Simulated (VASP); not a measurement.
Ni: single point with PBE

The system is Ni.

```
CELL_PARAMETERS angstrom
0.00000 1.74526 1.74526
1.74526 0.00000 1.74526
1.74526 1.74526 0.00000
ATOMIC_POSITIONS crystal
Ni 0.00000 0.00000 0.00000
```

| Item | Value |
| --- | --- |
| Program | VASP 6.6.1 |
| Task | single point |
| Functional | PBE |
| Potentials or basis | VASP PAW PBE potentials, release 64 (Ni) |
| Cutoff | 520 eV |
| k mesh | 13 × 13 × 13 |
| Occupations | fermi-dirac, width 0.05 eV |
| Spin | collinear spin, ferromagnetic start |
| Starting moments | [1.0] μB |
| Dipole correction | no |
| Further INCAR settings | ALGO = Normal; EDIFF = 1e-06; NBANDS = 15 |

```
Pressure                                              : 5.0 GPa
Net moment                                            : 0.62 μB per cell
Site moments                                          : Ni +0.63 μB
Valence electrons inside the program's atomic spheres : Ni 9.35
```

Levels at points of the mesh, in eV from the Fermi level:
Spin up:
```csv
k point,band 1,band 2,band 3,band 4,band 5,band 6,band 7,band 8,band 9,band 10
"(0.00, 0.00, 0.00)",-9.18,-2.49,-2.49,-2.49,-1.28,-1.28,23.91,27.96,27.96,27.96
```
Spin down:
```csv
k point,band 1,band 2,band 3,band 4,band 5,band 6,band 7,band 8,band 9,band 10
"(0.00, 0.00, 0.00)",-9.21,-1.75,-1.75,-1.75,-0.70,-0.70,23.76,27.94,27.94,27.94
```

It took 39 s on 1 thread of Intel Xeon 8259CL, on a shared host, peak memory 0.14 GiB.

Caveat: the cell stands under pressure.
